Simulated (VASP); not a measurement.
## MgO: single point with PBE

MgO:

```
Mg O
1.0
     0.00000   -2.13515   -2.13515
     0.00000    2.13515   -2.13515
     4.27030    0.00000    0.00000
Mg O
2 2
Direct
  0.50000 0.50000 0.49705
  0.00000 0.00000 0.00295
  0.50000 0.50000 0.97541
  0.00000 0.00000 0.52459
```

This cell differs from its parent crystal: mode 12 (519.3 1/cm) frozen in, largest displacement +0.105 Å.

| Item | Value |
| --- | --- |
| Program | VASP 6.6.1 |
| Task | single point |
| Functional | PBE |
| Potentials or basis | VASP PAW PBE potentials, release 64 (Mg, O) |
| Cutoff | 520 eV |
| k mesh | 8 × 8 × 6 |
| Occupations | gaussian, width 0.05 eV |
| Spin | no spin polarisation |

* Pressure: -1.4 GPa
* Largest force: 1.715 eV/Å
* Band gap on the k mesh: 4.15 eV

Forces on the atoms (eV/Å):
```
Mg   0.281  0.000  0.000
Mg  -0.281  0.000  0.000
O    1.715  0.000  0.000
O   -1.715  0.000  0.000
```

Stress tensor (GPa, compression positive):
```
-0.54  0.00  0.00
 0.00 -1.76  0.00
 0.00  0.00 -1.76
```

Levels at points of the mesh, in eV from the valence-band top:
```csv
k point,band 4,band 5,band 6,band 7,band 8,band 9,band 10,band 11,band 12,band 13
"(0.00, 0.00, 0.00)",-1.36,-1.36,-0.12,0.00,0.00,4.15,9.00,9.57,12.61,15.23
"(0.50, 0.00, 0.00)",-3.42,-1.94,-1.94,-0.64,-0.64,8.64,8.64,11.53,11.53,13.94
"(0.50, 0.50, 0.00)",-3.98,-1.35,-1.35,-1.28,-1.28,8.68,8.68,9.39,9.39,13.05
"(0.00, 0.00, 0.50)",-2.47,-0.94,-0.94,-0.53,-0.53,7.03,8.04,10.93,11.06,14.25
"(0.50, 0.00, 0.50)",-4.48,-0.64,-0.64,-0.64,-0.64,7.35,7.35,12.15,12.15,15.80
"(0.50, 0.50, 0.50)",-3.14,-2.57,-2.57,-1.76,-1.76,10.14,10.14,11.46,11.46,12.61
```

Wall time 43 s on 1 thread of AMD EPYC 7R43 64-Core Processor (Zen 3), with other jobs on the host, peak memory 0.13 GiB.

Caveat: the cell differs from its parent crystal (mode 12 (519.3 1/cm) frozen in, largest displacement +0.105 Å); forces of over 1 eV/Å act on the atoms, so gaps and moduli don't describe the material at rest.
